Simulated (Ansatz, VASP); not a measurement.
BeS4 in VASP and in Ansatz

File INCAR:

```
  PREC = Accurate
  ENCUT = 600
  EDIFF = 1E-6
  ISMEAR = 0
  SIGMA = 0.1
  LREAL = False
  LASPH = True
  NELM = 80
  ALGO = Normal
  ISIF = 3
  LWAVE = False
  LCHARG = False
  GGA = PE
  IBRION = 2
  NSW = 90
  EDIFFG = -0.04
```

Contents of KPOINTS:

```
Automatic mesh
0
Gamma
  4 4 4
```

Contents of POSCAR:

```
BeS4
1.0
   -2.9612045700      2.9612045700      2.9612045700
    2.9612045700     -2.9612045700      2.9612045700
    2.9612045700      2.9612045700     -2.9612045700
Be S
1 4
Direct
    0.0000000000      0.0000000000      0.0000000000
    0.0000000000      0.0000000000      0.5000000000
    0.0000000000      0.5000000000      0.0000000000
    0.5000000000      0.0000000000      0.0000000000
    0.5000000000      0.5000000000      0.5000000000
```

Input for Ansatz:

```yaml
crystal:
  lattice:
    - [-2.96120457, 2.96120457, 2.96120457]
    - [2.96120457, -2.96120457, 2.96120457]
    - [2.96120457, 2.96120457, -2.96120457]
  atoms:
    - { symbol: Be, position: [0.0, 0.0, 0.0] }
    - { symbol: S, position: [0.0, 0.0, 0.5] }
    - { symbol: S, position: [0.0, 0.5, 0.0] }
    - { symbol: S, position: [0.5, 0.0, 0.0] }
    - { symbol: S, position: [0.5, 0.5, 0.5] }
basis:
  ecutwfc: 420
kpoints:
  mp_grid: { grid: [4, 4, 4] }
hamiltonian:
  xc: pbe
scf:
  occupations: { method: gaussian, width: 0.1 }
  lower_state_search: "off"
output:
  forces: true
  stress: true
  eigenvalues: true
relax:
  adjacent_minimum: "off"
  f_tol: 0.04
  max_steps: 70
  cell: { stress_tol: 0.4 }
```

Change from the starting cell: species swapped into the CrGa4 type (Im-3m, No. 229).

Alike in both runs: task relaxation of cell and atoms; functional PBE; k mesh 4 × 4 × 4; occupations gaussian, width 0.1 eV; no spin polarisation.

```csv
,VASP,Ansatz
version,VASP 6.6.1,Ansatz 0.2.0
potentials or method,"VASP PAW PBE potentials, release 64 (Be, S), cutoff 600 eV","scalar-relativistic, plane waves, PAW"
valence electrons in the cell,26,26
```

|  | VASP | Ansatz | Ansatz less VASP |
| --- | --- | --- | --- |
| gap on the k mesh at the Fermi level, each at its own relaxed structure (eV) | none | none | - |
| relaxed volume (Å³/atom) | 16.67 | 16.73 | +0.059 |
| relaxed cell length with the largest relative difference (Å) | 4.767 | 4.772 | +0.0056 |

A gap of «none» marks a metal or a gap that the smearing closes.

The k mesh is coarse, so the values compare programs but aren't converged. Noted on VASP's run: the volume moved by over 15 % at a fixed basis, so the end points are rough.
